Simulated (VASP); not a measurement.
A run of VASP 6.6.1 is set up as follows.

Contents of INCAR:

```
  PREC = Accurate
  ENCUT = 500
  EDIFF = 1E-6
  ISMEAR = 0
  SIGMA = 0.0292
  LREAL = F
  LASPH = T
  NELM = 120
  ALGO = Normal
  ISIF = 2
  LWAVE = F
  LCHARG = F
  GGA = PE
  NBANDS = 42
  GGA_COMPAT = F
```

Contents of KPOINTS:

```
regular mesh
0
Gamma
  5 5 3
```

File POSCAR:

```
AgSbPt5
1.0
    4.0738330000      0.0000000000      0.0000000000
    0.0000000000      4.0738330000      0.0000000000
    0.0000000000      0.0000000000      7.3499590000
Pt Sb Ag
5 1 1
Direct
    0.0000000000      0.5000000000      0.2793800000
    0.5000000000      0.0000000000      0.2793800000
    0.0000000000      0.5000000000      0.7206200000
    0.5000000000      0.0000000000      0.7206200000
    0.0000000000      0.0000000000      0.0000000000
    0.0000000000      0.0000000000      0.5000000000
    0.5000000000      0.5000000000      0.0000000000
```

Potentials or basis: VASP PAW PBE potentials, release 64 (Pt, Sb, Ag).

Run with:

```sh
$ cat potpaw_PBE.64/Pt/POTCAR potpaw_PBE.64/Sb/POTCAR potpaw_PBE.64/Ag/POTCAR > POTCAR
$ mpirun -np 1 vasp_std > vasp.out
```

**Question.** Estimate the band gap on the k mesh.

**Answer.** Zero (bands 33 and 34 overlap by 0.55 eV).

**Question.** What does it give for the pressure?

**Answer.** 2.6 GPa.

**Question.** Estimate the largest force.

**Answer.** 0.969 eV/Å.

Stress tensor (GPa, compression positive):
```
1.00 0.00 0.00
0.00 1.00 0.00
0.00 0.00 5.90
```

Caveat: spin-orbit coupling is left out, which moves the levels of the heavy elements.
